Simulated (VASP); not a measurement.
# ZrO2 (Cubic zirconia) (Fm-3m) in VASP: notebook

Runs on ZrO2 (Cubic zirconia). Level: LDA. Tasks: single point.

Program: VASP 6.6.1. These are calculated values, not measurements. Logs are shortened: lines on timing, memory, paths and dates and some standing lists are left out, and cuts for length are marked.

## 1. The cell of the first run

It takes space group Fm-3m (No. 225, cubic). Conventional cell: a = 5.070 Å, b = 5.070 Å, c = 5.070 Å, α = 90.00°, β = 90.00°, γ = 90.00°. Zr (site symmetry m-3m) has 8 O at 2.20 Å within 2.9 Å. Within 2.9 Å of O (site symmetry -43m) lie 4 Zr at 2.20 Å and 6 O at 2.53 Å.

## 2. Single point, LDA

File INCAR:

```
SYSTEM = ZrO2
PREC     = Accurate       ! precision mode
ENCUT    = 600            ! plane-wave cutoff, eV
EDIFF    = 1E-6           ! SCF threshold, eV
ISMEAR   = 0              ! smearing method
SIGMA    = 0.01           ! smearing width, eV
LREAL    = .FALSE.        ! projectors in reciprocal space
LASPH    = .TRUE.         ! aspherical terms in the spheres
NELM     = 120            ! most SCF steps
ALGO     = Normal         ! electronic algorithm
ISIF     = 2              ! what is computed and relaxed
LWAVE    = .FALSE.        ! write WAVECAR
LCHARG   = .FALSE.        ! write CHGCAR
GGA      = CA             ! functional
NBANDS   = 19             ! bands
GGA_COMPAT= .FALSE.
```

File KPOINTS:

```
Automatic mesh
0
G
  6 6 6
  0 0 0
```

File POSCAR:

```
ZrO2
1.0
    3.5850310000      0.0000000000      0.0000000000
    1.7925155000      3.1047279194      0.0000000000
    1.7925155000      1.0349093065      2.9271655540
Zr O
1 2
Direct
    0.0000000000      0.0000000000      0.0000000000
    0.2500000000      0.2500000000      0.2500000000
    0.7500000000      0.7500000000      0.7500000000
```

Potentials or basis: VASP PAW LDA potentials, release 64 (Zr_sv, O).

Run with:

```sh
cat potpaw_LDA.64/Zr_sv/POTCAR potpaw_LDA.64/O/POTCAR > POTCAR
mpirun -np 1 vasp_std > vasp.out
```

OUTCAR:

```text
SYSTEM = ZrO2
   PREC = Accurate
   ENCUT = 600
   EDIFF = 1E-6
   ISMEAR = 0
   LREAL = .FALSE.
   LASPH = .TRUE.
   NELM = 120
   ISIF = 2
   GGA = CA

 ion  position               nearest neighbor table
   1  0.000  0.000  0.000-   3 2.20   2 2.20   3 2.20   2 2.20   2 2.20   3 2.20   2 2.20   3 2.20

   2  0.250  0.250  0.250-   1 2.20   1 2.20   1 2.20   1 2.20
   3  0.750  0.750  0.750-   1 2.20   1 2.20   1 2.20   1 2.20

  LATTYP: Found a face centered cubic cell.
 ALAT       =     5.0699994618

  Lattice vectors:

 A1 = (   3.5850310000,   0.0000000000,   0.0000000000)
 A2 = (   1.7925155000,   3.1047279194,   0.0000000000)
 A3 = (   1.7925155000,   1.0349093065,   2.9271655540)

Analysis of symmetry for initial positions (statically):
=====================================================================
 Subroutine PRICEL returns:
 Original cell was already a primitive cell.

 Routine SETGRP: Setting up the symmetry group for a
 face centered cubic supercell.

 Subroutine GETGRP returns: Found 48 space group operations
 (whereof 48 operations were pure point group operations)
 out of a pool of 48 trial point group operations.

The static configuration has the point symmetry O_h .

Analysis of symmetry for dynamics (positions and initial velocities):
=====================================================================
 Subroutine PRICEL returns:
 Original cell was already a primitive cell.

 Routine SETGRP: Setting up the symmetry group for a
 face centered cubic supercell.

 Subroutine GETGRP returns: Found 48 space group operations
 (whereof 48 operations were pure point group operations)
 out of a pool of 48 trial point group operations.

The dynamic configuration has the point symmetry O_h .

 Subroutine INISYM returns: Found 48 space group operations
 (whereof 48 operations are pure point group operations),
 and found     1 'primitive' translations

----------------------------------------------------------------------------------------

                                     Primitive cell

  volume of cell :      32.5810

  direct lattice vectors                    reciprocal lattice vectors
     3.585031000  0.000000000  0.000000000     0.278937616 -0.161044708 -0.113875805
     1.792515500  3.104727919  0.000000000     0.000000000  0.322089415 -0.113875805
     1.792515500  1.034909306  2.927165554     0.000000000  0.000000000  0.341627414

  length of vectors
     3.585031000  3.585031000  3.585031000     0.341627414  0.341627414  0.341627414

  position of ions in fractional coordinates (direct lattice)
     0.000000000  0.000000000  0.000000000
     0.250000000  0.250000000  0.250000000
     0.750000000  0.750000000  0.750000000

  ion indices of the primitive-cell ions
   primitive index   ion index
                 1           1
                 2           2
                 3           3

----------------------------------------------------------------------------------------

 KPOINTS: Automatic mesh

Automatic generation of k-mesh.
 Grid dimensions read from file:
 generate k-points for:    6    6    6

 Generating k-lattice:

  Cartesian coordinates                     Fractional coordinates (reciprocal lattice)
     0.046489603 -0.026840785 -0.018979301     0.166666667  0.000000000 -0.000000000
     0.000000000  0.053681569 -0.018979301     0.000000000  0.166666667 -0.000000000
     0.000000000  0.000000000  0.056937902     0.000000000  0.000000000  0.166666667

  Length of vectors
     0.056937902  0.056937902  0.056937902

  Shift w.r.t. Gamma in fractional coordinates (k-lattice)
     0.000000000  0.000000000  0.000000000

 Subroutine IBZKPT returns following result:
 ===========================================

 Found     16 irreducible k-points:

 Following reciprocal coordinates:
            Coordinates               Weight
  0.000000  0.000000  0.000000      1.000000
  0.166667 -0.000000 -0.000000      8.000000
  0.333333 -0.000000 -0.000000      8.000000
  0.500000 -0.000000 -0.000000      4.000000
  0.166667  0.166667  0.000000      6.000000
  0.333333  0.166667  0.000000     24.000000
[... 8 lines left out ...]
 -0.333333  0.333333  0.166667     24.000000
 -0.333333  0.500000  0.166667     12.000000
   k-points           NKPTS =     16   k-points in BZ     NKDIM =     16   number of bands    NBANDS=     19
   number of dos      NEDOS =    301   number of ions     NIONS =      3
   total plane-waves  NPLWV =  27000
   dimension x,y,z NGX =    30 NGY =   30 NGZ =   30
   dimension x,y,z NGXF=    60 NGYF=   60 NGZF=   60
   ions per type =               1   2
   NGX,Y,Z   is equivalent  to a cutoff of  13.91, 13.91, 13.91 a.u.
   NGXF,Y,Z  is equivalent  to a cutoff of  27.82, 27.82, 27.82 a.u.
 SYSTEM =  ZrO2
   PREC   = accura    normal or accurate (medium, high low for compatibility)
   ISTART =      0    job   : 0-new  1-cont  2-samecut
   ICHARG =      2    charge: 1-file 2-atom 10-const
   ISPIN  =      1    spin polarized calculation?
   LNONCOLLINEAR =      F non collinear calculations
   LSORBIT =      F    spin-orbit coupling
   LASPH  =      T    aspherical Exc in radial PAW
   ENCUT  =  600.0 eV  44.10 Ry    6.64 a.u.   7.16  7.16  7.16*2*pi/ulx,y,z
   NELM   =    120;   NELMIN=  2; NELMDL= -5     # of ELM steps
   EDIFF  = 0.1E-05   stopping-criterion for ELM
   LREAL  =      F    real-space projection
   EDIFFG = 0.1E-04   stopping-criterion for IOM
   NSW    =      0    number of steps for IOM
   IBRION =     -1    ionic relax: 0-MD 1-quasi-New 2-CG
   NFREE  =      0    steps in history (QN), initial steepest desc. (CG)
   ISIF   =      2    stress and relaxation
   ISYM   =      2    0-nonsym 1-usesym 2-fastsym
   POTIM  = 0.5000    time-step for ionic-motion
   TEBEG  =    0.0;   TEEND  =   0.0 temperature during run
   PSTRESS=    0.0 pullay stress
   NELECT =      24.0000    total number of electrons
   NUPDOWN=      -1.0000    fix difference up-down
   EMIN   =  10.00;   EMAX   =-10.00  energy-range for DOS
   EFERMI =   0.00;   METHOD = LEGACY
   ISMEAR =     0;   SIGMA  =   0.01  broadening in eV -4-tet -1-fermi 0-gaus
   EFERMI_NEDOS =   21; number of points for ismear=-14 and -15
   IALGO  =     38    algorithm
   IMIX   =      4    mixing-type and parameters
     AMIX     =   0.40;   BMIX     =  1.00
     AMIX_MAG =   1.60;   BMIX_MAG =  1.00
  volume/ion in A,a.u.               =      10.86        73.29
  Fermi-wavevector in a.u.,A,eV,Ry     =   1.478509  2.793977 29.742187  2.185989
  Thomas-Fermi vector in A             =   2.592781
   LORBIT       =      0    0 simple, 1 ext, 2 COOP (PROOUT), +10 PAW based schemes
   GGA     = CA    functional components
   LHFCALC =     F    Hartree Fock is set to
   AEXX    =    0.0000 exact exchange contribution
   IVDW    =     0    specifies the selected vdW correction
   LEPSILON=     F    determine dielectric tensor
   LRPA    =     F    only Hartree local field effects (RPA)
 non-spin polarized calculation
 Gauss-broadening in eV      SIGMA  =   0.01
  energy-cutoff  :      600.00
  volume of cell :       32.58
 maximum number of plane-waves:      1106
 NGX is ok and might be reduce to    30
   NGX = 15   NGY = 15   NGZ = 15

 number of electron      23.9999996 magnetization

 Free energy of the ion-electron system (eV)
  ---------------------------------------------------
  ext. energy  EPLUGINS =         0.00000000
  ---------------------------------------------------
  free energy    TOTEN  =       -31.36003445 eV

  energy without entropy =      -31.36003445  energy(sigma->0) =      -31.36003445

 E-fermi :   7.2703     XC(G=0): -12.3384

 val. band max:        7.0749574450   @ k =   0.5000   0.5000   0.0000
 cond. band min:      10.3380042504   @ k =   0.0000   0.0000   0.0000
 fundamental gap:      3.2630468055
 Fermi energy:         7.2703180005

 k-point     1 :       0.0000    0.0000    0.0000
  band No.  band energies     occupation
      1     -40.6051      2.00000
      2     -18.5934      2.00000
      3     -18.5934      2.00000
      4     -18.5934      2.00000
      5     -10.9068      2.00000
      6      -8.1920      2.00000
[... 11 lines left out ...]
     18      16.6115      0.00000
     19      21.2374      0.00000

 k-point     2 :       0.1667   -0.0000   -0.0000
  band No.  band energies     occupation
      1     -40.5921      2.00000
      2     -18.7975      2.00000
      3     -18.6128      2.00000
      4     -18.6128      2.00000
      5     -10.5191      2.00000
      6      -8.4679      2.00000
[... 11 lines left out ...]
     18      16.2221      0.00000
     19      20.7294      0.00000

 k-point     3 :       0.3333   -0.0000   -0.0000
  band No.  band energies     occupation
      1     -40.5660      2.00000
      2     -19.1650      2.00000
      3     -18.6511      2.00000
      4     -18.6511      2.00000
      5      -9.9536      2.00000
      6      -8.7114      2.00000
[... 11 lines left out ...]
     18      16.4234      0.00000
     19      20.2465      0.00000

 k-point     4 :       0.5000   -0.0000   -0.0000
  band No.  band energies     occupation
      1     -40.5529      2.00000
      2     -19.3329      2.00000
      3     -18.6700      2.00000
      4     -18.6700      2.00000
      5      -9.9024      2.00000
      6      -8.5542      2.00000
[... 231 lines left out ...]
     18      17.7576      0.00000
     19      21.6991      0.00000

 k-point    15 :      -0.3333    0.3333    0.1667
  band No.  band energies     occupation
      1     -40.5399      2.00000
      2     -19.1733      2.00000
      3     -18.9980      2.00000
      4     -18.7450      2.00000
      5      -9.2619      2.00000
      6      -8.9285      2.00000
[... 11 lines left out ...]
     18      18.3408      0.00000
     19      22.0158      0.00000

 k-point    16 :      -0.3333    0.5000    0.1667
  band No.  band energies     occupation
      1     -40.5356      2.00000
      2     -19.2471      2.00000
      3     -18.9463      2.00000
      4     -18.7883      2.00000
      5      -9.2666      2.00000
      6      -8.8394      2.00000
[... 11 lines left out ...]
     18      19.5183      0.00000
     19      21.8371      0.00000

------------------------ aborting loop because EDIFF is reached ----------------------------------------

  FORCE on cell =-STRESS in cart. coord.  units (eV):
  Direction    XX          YY          ZZ          XY          YZ          ZX
  --------------------------------------------------------------------------------------
  -------------------------------------------------------------------------------------
  Total       -1.2493919     -1.2493919     -1.2493919      0.0000000     -0.0000000     -0.0000000
  in kB      -61.4391953    -61.4391953    -61.4391953      0.0000000     -0.0000000     -0.0000000
  external PRESSURE =     -61.4391953 kB  Pullay stress =       0.0000000 kB

 VOLUME and BASIS-vectors are now :
 -----------------------------------------------------------------------------
  energy-cutoff  :      600.00
  volume of cell :       32.58
      direct lattice vectors                 reciprocal lattice vectors
     3.585031000  0.000000000  0.000000000     0.278937616 -0.161044708 -0.113875805
     1.792515500  3.104727919  0.000000000     0.000000000  0.322089415 -0.113875805
     1.792515500  1.034909306  2.927165554     0.000000000  0.000000000  0.341627414

 POSITION                                       TOTAL-FORCE (eV/Angst)
 -----------------------------------------------------------------------------------
      0.00000      0.00000      0.00000        -0.000000     -0.000000      0.000000
      1.79252      1.03491      0.73179         0.000000      0.000000      0.000000
      5.37755      3.10473      2.19537        -0.000000      0.000000     -0.000000
 -----------------------------------------------------------------------------------
    total drift:                               -0.000000      0.000000     -0.000000

  FREE ENERGIE OF THE ION-ELECTRON SYSTEM (eV)
  ---------------------------------------------------
  free  energy   TOTEN  =       -31.3600344485 eV

  energy  without entropy=      -31.3600344485  energy(sigma->0) =      -31.36003445
```

It took 26 s on 1 thread of Intel Xeon 8259CL, shared host; peak memory 0.15 GiB.

Results:

```yaml
Free_energy: -31.3600 eV
Pressure: -6.1 GPa
Band_gap_on_the_k_mesh: 3.26 eV, indirect (least direct gap 3.70 eV)
```

Levels at points of the mesh, in eV from the valence-band top:
| k point | band 9 | band 10 | band 11 | band 12 | band 13 | band 14 | band 15 | band 16 |
| --- | --- | --- | --- | --- | --- | --- | --- | --- |
| (0.00, 0.00, 0.00) | -5.36 | -0.55 | -0.55 | -0.55 | 3.26 | 3.26 | 6.48 | 9.54 |
| (0.50, 0.00, 0.00) | -2.59 | -2.51 | -1.67 | -1.67 | 3.94 | 3.94 | 6.23 | 8.59 |
| (0.50, 0.50, 0.00) | -3.20 | -1.54 | -1.54 | 0.00 | 3.70 | 4.72 | 5.97 | 7.38 |

A k mesh can miss the band edges.

## 3. Single point, LDA

File INCAR:

```
  PREC = Accurate
  ENCUT = 600
  EDIFF = 1E-6
  ISMEAR = 0
  SIGMA = 0.01
  LREAL = F
  LASPH = T
  NELM = 120
  ALGO = Normal
  ISIF = 2
  LWAVE = F
  LCHARG = T
  GGA = CA
  LELF = T
  LVHAR = T
  NBANDS = 19
  GGA_COMPAT = F
```

File KPOINTS:

```
Automatic mesh
0
Gamma
  6 6 6
```

POSCAR is that of step 2.

Potentials or basis: VASP PAW LDA potentials, release 64 (Zr_sv, O).

Run with:

```sh
cat potpaw_LDA.64/Zr_sv/POTCAR potpaw_LDA.64/O/POTCAR > POTCAR
mpirun -np 1 vasp_std > vasp.out
```

Run time: 29 s. Hardware: 1 thread of Intel Xeon 8259CL, shared host; peak memory 0.15 GiB.

It converged, with:

* Free energy: -31.3600 eV
* Pressure: -6.1 GPa
* Band gap on the k mesh: 3.26 eV, indirect (least direct gap 3.70 eV)

Levels at points of the mesh, in eV from the valence-band top:
```csv
k point,band 10,band 11,band 12,band 13,band 14,band 15
"(0.00, 0.00, 0.00)",-0.55,-0.55,-0.55,3.26,3.26,6.48
"(0.50, 0.00, 0.00)",-2.51,-1.67,-1.67,3.94,3.94,6.23
"(0.50, 0.50, 0.00)",-1.54,-1.54,0.00,3.70,4.72,5.97
```

A k mesh can miss the band edges. A hybrid or GW would open this gap; LDA tends to underestimate it.
